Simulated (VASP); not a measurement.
# Co (P-3m1) in VASP: single point with LDA

Aim: the single point of Co with LDA.

All numbers are computed with VASP 6.6.1; they aren't measurements. Logs are shortened: lines on timing, memory, paths and dates and some standing lists are left out, and cuts for length are marked.

## (1) The cell of the first run

It takes space group P-3m1 (No. 164, trigonal). The conventional cell has a = 2.487 Å, b = 2.487 Å, c = 4.063 Å, α = 90.00°, β = 90.00°, γ = 120.00°. Within 3.2 Å of Co (site symmetry 3m) lie 12 Co at 2.42 to 2.55 Å.

## (2) Single point, LDA, collinear spin, ferromagnetic start

INCAR

```
SYSTEM = Co
PREC = Accurate
ENCUT = 520
EDIFF = 1E-6
ISMEAR = -1
SIGMA = 0.08
LREAL = .False.
LASPH = .True.
NELM = 150
ALGO = Normal
ISIF = 2
LWAVE = .False.
LCHARG = .True.
ISPIN = 2
MAGMOM = 2 2
LORBIT = 11
LMAXMIX = 4
GGA = CA
LELF = .True.
LVHAR = .True.
NBANDS = 20
```

KPOINTS

```
regular mesh
0
Gamma
  18 18 7
  0 0 0
```

POSCAR

```
Co
1.0
    2.4873648738      0.0000000000      0.0000000000
   -1.2436824369      2.1541211692      0.0000000000
    0.0000000000      0.0000000000      4.0632895034
Co
2
Direct
    0.6666666667      0.3333333333      0.2598610000
    0.3333333333      0.6666666667      0.7401390000
```

Potentials or basis: VASP PAW LDA potentials, release 64 (Co).

Command:

```sh
> cat potpaw_LDA.64/Co/POTCAR > POTCAR
> mpirun -np 1 vasp_std > vasp.out
```

OUTCAR:

```text
SYSTEM = Co
   PREC = Accurate
   ENCUT = 520
   EDIFF = 1E-6
   ISMEAR = -1
   LREAL = .False.
   LASPH = .True.
   NELM = 150
   ISIF = 2
   ISPIN = 2
   LORBIT = 11
   GGA = CA

 ion  position               nearest neighbor table
   1  0.667  0.333  0.260-   2 2.42   2 2.42   2 2.42   2 2.55   2 2.55   2 2.55
   2  0.333  0.667  0.740-   1 2.42   1 2.42   1 2.42   1 2.55   1 2.55   1 2.55

  LATTYP: Found a hexagonal cell.
 ALAT       =     2.4873648738
 C/A-ratio  =     1.6335719565

  Lattice vectors:

 A1 = (   2.4873648738,   0.0000000000,   0.0000000000)
 A2 = (  -1.2436824369,   2.1541211692,   0.0000000000)
 A3 = (   0.0000000000,   0.0000000000,   4.0632895034)

Analysis of symmetry for initial positions (statically):
=====================================================================
 Subroutine PRICEL returns:
 Original cell was already a primitive cell.

 Routine SETGRP: Setting up the symmetry group for a
 hexagonal supercell.

 Subroutine GETGRP returns: Found 12 space group operations
 (whereof 12 operations were pure point group operations)
 out of a pool of 24 trial point group operations.

The static configuration has the point symmetry D_3d.

Analysis of symmetry for dynamics (positions and initial velocities):
=====================================================================
 Subroutine PRICEL returns:
 Original cell was already a primitive cell.

 Routine SETGRP: Setting up the symmetry group for a
 hexagonal supercell.

 Subroutine GETGRP returns: Found 12 space group operations
 (whereof 12 operations were pure point group operations)
 out of a pool of 24 trial point group operations.

The dynamic configuration has the point symmetry D_3d.

Analysis of structural, dynamic, and magnetic symmetry:
=====================================================================
 Subroutine PRICEL returns:
 Original cell was already a primitive cell.

 Routine SETGRP: Setting up the symmetry group for a
 hexagonal supercell.

 Subroutine GETGRP returns: Found 12 space group operations
 (whereof 12 operations were pure point group operations)
 out of a pool of 24 trial point group operations.

The overall configuration has the point symmetry D_3d.

 Subroutine INISYM returns: Found 12 space group operations
 (whereof 12 operations are pure point group operations),
 and found     1 'primitive' translations

----------------------------------------------------------------------------------------

                                     Primitive cell

  volume of cell :      21.7715

  direct lattice vectors                    reciprocal lattice vectors
     2.487364874  0.000000000  0.000000000     0.402031889  0.232113220  0.000000000
    -1.243682437  2.154121169  0.000000000     0.000000000  0.464226439  0.000000000
     0.000000000  0.000000000  4.063289503     0.000000000  0.000000000  0.246106018

  length of vectors
     2.487364874  2.487364874  4.063289503     0.464226439  0.464226439  0.246106018

  position of ions in fractional coordinates (direct lattice)
     0.666666667  0.333333333  0.259861000
     0.333333333  0.666666667  0.740139000

  ion indices of the primitive-cell ions
   primitive index   ion index
                 1           1
                 2           2

----------------------------------------------------------------------------------------

 KPOINTS: regular mesh

Automatic generation of k-mesh.
 Grid dimensions read from file:
 generate k-points for:   18   18    7

 Generating k-lattice:

  Cartesian coordinates                     Fractional coordinates (reciprocal lattice)
     0.022335105  0.012895179  0.000000000     0.055555556  0.000000000  0.000000000
     0.000000000  0.025790358  0.000000000     0.000000000  0.055555556  0.000000000
     0.000000000  0.000000000  0.035158003     0.000000000  0.000000000  0.142857143

  Length of vectors
     0.025790358  0.025790358  0.035158003

  Shift w.r.t. Gamma in fractional coordinates (k-lattice)
     0.000000000  0.000000000  0.000000000

 Subroutine IBZKPT returns following result:
 ===========================================

 Found    229 irreducible k-points:

 Following reciprocal coordinates:
            Coordinates               Weight
  0.000000  0.000000  0.000000      1.000000
  0.055556 -0.000000  0.000000      6.000000
  0.111111 -0.000000  0.000000      6.000000
  0.166667 -0.000000  0.000000      6.000000
  0.222222 -0.000000  0.000000      6.000000
  0.277778 -0.000000  0.000000      6.000000
[... 16 lines left out ...]
  0.333333  0.111111  0.000000     12.000000
  0.388889  0.111111  0.000000     12.000000
 [... further k-points ...]
   k-points           NKPTS =    229   k-points in BZ     NKDIM =    229   number of bands    NBANDS=     20
   number of dos      NEDOS =    301   number of ions     NIONS =      2
   total plane-waves  NPLWV =   9720
   dimension x,y,z NGX =    18 NGY =   18 NGZ =   30
   dimension x,y,z NGXF=    36 NGYF=   36 NGZF=   60
   ions per type =               2
   NGX,Y,Z   is equivalent  to a cutoff of  12.03, 12.03, 12.27 a.u.
   NGXF,Y,Z  is equivalent  to a cutoff of  24.06, 24.06, 24.55 a.u.
 SYSTEM =  Co
   PREC   = accura    normal or accurate (medium, high low for compatibility)
   ISTART =      0    job   : 0-new  1-cont  2-samecut
   ICHARG =      2    charge: 1-file 2-atom 10-const
   ISPIN  =      2    spin polarized calculation?
   LNONCOLLINEAR =      F non collinear calculations
   LSORBIT =      F    spin-orbit coupling
   LASPH  =      T    aspherical Exc in radial PAW
   ENCUT  =  520.0 eV  38.22 Ry    6.18 a.u.   4.62  4.62  7.56*2*pi/ulx,y,z
   NELM   =    150;   NELMIN=  2; NELMDL= -5     # of ELM steps
   EDIFF  = 0.1E-05   stopping-criterion for ELM
   LREAL  =      F    real-space projection
   EDIFFG = 0.1E-04   stopping-criterion for IOM
   NSW    =      0    number of steps for IOM
   IBRION =     -1    ionic relax: 0-MD 1-quasi-New 2-CG
   NFREE  =      0    steps in history (QN), initial steepest desc. (CG)
   ISIF   =      2    stress and relaxation
   ISYM   =      2    0-nonsym 1-usesym 2-fastsym
   POTIM  = 0.5000    time-step for ionic-motion
   TEBEG  =    0.0;   TEEND  =   0.0 temperature during run
   PSTRESS=    0.0 pullay stress
   NELECT =      18.0000    total number of electrons
   NUPDOWN=      -1.0000    fix difference up-down
   EMIN   =  10.00;   EMAX   =-10.00  energy-range for DOS
   EFERMI =   0.00;   METHOD = LEGACY
   ISMEAR =    -1;   SIGMA  =   0.08  broadening in eV -4-tet -1-fermi 0-gaus
   EFERMI_NEDOS =   21; number of points for ismear=-14 and -15
   IALGO  =     38    algorithm
   IMIX   =      4    mixing-type and parameters
     AMIX     =   0.40;   BMIX     =  1.00
     AMIX_MAG =   1.60;   BMIX_MAG =  1.00
  volume/ion in A,a.u.               =      10.89        73.46
  Fermi-wavevector in a.u.,A,eV,Ry     =   1.536514  2.903591 32.121660  2.360875
  Thomas-Fermi vector in A             =   2.643152
   LORBIT       =     11    0 simple, 1 ext, 2 COOP (PROOUT), +10 PAW based schemes
   GGA     = CA    functional components
   LHFCALC =     F    Hartree Fock is set to
   AEXX    =    0.0000 exact exchange contribution
   IVDW    =     0    specifies the selected vdW correction
   LEPSILON=     F    determine dielectric tensor
   LRPA    =     F    only Hartree local field effects (RPA)
 spin polarized calculation
  energy-cutoff  :      520.00
  volume of cell :       21.77
 maximum number of plane-waves:       600
   NGX =  9   NGY =  9   NGZ = 15

 number of electron      17.9999996 magnetization       3.1106506

 Free energy of the ion-electron system (eV)
  ---------------------------------------------------
  ext. energy  EPLUGINS =         0.00000000
  ---------------------------------------------------
  free energy    TOTEN  =       -16.13311318 eV

  energy without entropy =      -16.09341591  energy(sigma->0) =      -16.11326455

 E-fermi :   9.8583     XC(G=0): -13.7141

 val. band max:        9.8565990823   @ k =   0.2222  -0.0000   0.1429
 cond. band min:       9.8591362477   @ k =   0.1667   0.1111   0.0000
 fundamental gap:      0.0025371653
 Fermi energy:         9.8582671708

 spin component 1

 k-point     1 :       0.0000    0.0000    0.0000
  band No.  band energies     occupation
      1       0.9719      1.00000
      2       4.7959      1.00000
      3       7.3521      1.00000
      4       7.4148      1.00000
      5       7.4148      1.00000
      6       7.7058      1.00000
[... 12 lines left out ...]
     19      35.8779      0.00000
     20      35.8779      0.00000
[... 507 lines left out ...]
 k-point    24 :       0.3889    0.1111    0.0000
  band No.  band energies     occupation
      1       5.2760      1.00000
      2       5.4615      1.00000
      3       5.6212      1.00000
      4       7.0597      1.00000
      5       7.2291      1.00000
      6       7.4763      1.00000
[... 12 lines left out ...]
     19      32.2791      0.00000
     20      34.8198      0.00000

 [... further k-points ...]

 spin component 2

 k-point     1 :       0.0000    0.0000    0.0000
  band No.  band energies     occupation
      1       1.1484      1.00000
      2       5.6840      1.00000
      3       8.7530      1.00000
      4       8.8406      1.00000
      5       8.8406      1.00000
      6       9.1603      0.99984
[... 12 lines left out ...]
     19      36.2981      0.00000
     20      36.2981      0.00000
[... 507 lines left out ...]
 k-point    24 :       0.3889    0.1111    0.0000
  band No.  band energies     occupation
      1       6.0508      1.00000
      2       6.5569      1.00000
      3       6.7349      1.00000
      4       7.8899      1.00000
      5       8.6163      1.00000
      6       8.8140      1.00000
[... 12 lines left out ...]
     19      32.6733      0.00000
     20      35.2728      0.00000

 [... further k-points ...]

------------------------ aborting loop because EDIFF is reached ----------------------------------------

  FORCE on cell =-STRESS in cart. coord.  units (eV):
  Direction    XX          YY          ZZ          XY          YZ          ZX
  --------------------------------------------------------------------------------------
  -------------------------------------------------------------------------------------
  Total       -2.4108048     -2.4108048     -2.7037610      0.0000000     -0.0000000      0.0000000
  in kB     -177.4129189   -177.4129189   -198.9717824      0.0000000     -0.0000000      0.0000000
  external PRESSURE =    -184.5992067 kB  Pullay stress =       0.0000000 kB

 VOLUME and BASIS-vectors are now :
 -----------------------------------------------------------------------------
  energy-cutoff  :      520.00
  volume of cell :       21.77
      direct lattice vectors                 reciprocal lattice vectors
     2.487364874  0.000000000  0.000000000     0.402031889  0.232113220  0.000000000
    -1.243682437  2.154121169  0.000000000     0.000000000  0.464226439  0.000000000
     0.000000000  0.000000000  4.063289503     0.000000000  0.000000000  0.246106018

 POSITION                                       TOTAL-FORCE (eV/Angst)
 -----------------------------------------------------------------------------------
      1.24368      0.71804      1.05589         0.000000     -0.000000     -0.413377
     -0.00000      1.43608      3.00740        -0.000000      0.000000      0.413377
 -----------------------------------------------------------------------------------
    total drift:                                0.000000     -0.000000     -0.000000

  FREE ENERGIE OF THE ION-ELECTRON SYSTEM (eV)
  ---------------------------------------------------
  free  energy   TOTEN  =       -16.1331131809 eV

  energy  without entropy=      -16.0934159112  energy(sigma->0) =      -16.11326455

 total charge

# of ion       s       p       d       tot
------------------------------------------
    1        0.488   0.514   7.280   8.283
    2        0.488   0.514   7.280   8.283
--------------------------------------------------
tot          0.977   1.029  14.560  16.566

 magnetization (x)

# of ion       s       p       d       tot
------------------------------------------
    1       -0.013  -0.038   1.610   1.559
    2       -0.013  -0.038   1.610   1.559
--------------------------------------------------
tot         -0.026  -0.077   3.220   3.118
```

Wall time 98 s (1 thread of Intel Xeon Platinum 8488C (Sapphire Rapids), shared host); peak memory 0.23 GiB.

What came out:

```yaml
Free_energy: -16.1331 eV
Pressure: -18.5 GPa
Largest_force: 0.413 eV/Å
Net_moment: 3.11 μB per cell
Site_moments: Co +1.56 μB
Valence_electrons_inside_the_program's_atomic_spheres: Co 8.28
```

Forces in eV/Å, atoms in the order of the input:
```
Co   0.000  0.000 -0.413
Co   0.000  0.000  0.413
```

Stress tensor (GPa, compression positive):
```
-17.74   0.00   0.00
  0.00 -17.74   0.00
  0.00   0.00 -19.90
```

Levels at points of the mesh, in eV from the Fermi level:
Spin up:
| k point | band 8 | band 9 | band 10 | band 11 | band 12 | band 13 | band 14 | band 15 |
| --- | --- | --- | --- | --- | --- | --- | --- | --- |
| (0.00, 0.00, 0.00) | -1.71 | -1.71 | -0.63 | -0.63 | -0.15 | 6.22 | 22.08 | 24.62 |
| (0.50, 0.00, 0.00) | -0.49 | -0.45 | -0.32 | 1.43 | 3.42 | 9.46 | 10.41 | 12.64 |
Spin down:
| k point | band 4 | band 5 | band 6 | band 7 | band 8 | band 9 | band 10 | band 11 |
| --- | --- | --- | --- | --- | --- | --- | --- | --- |
| (0.00, 0.00, 0.00) | -1.02 | -1.02 | -0.70 | -0.70 | -0.17 | -0.17 | 0.03 | 0.99 |
| (0.50, 0.00, 0.00) | -1.67 | -1.14 | -1.07 | -0.67 | 1.13 | 1.22 | 1.30 | 2.56 |

Caveat: the cell stands under tension.
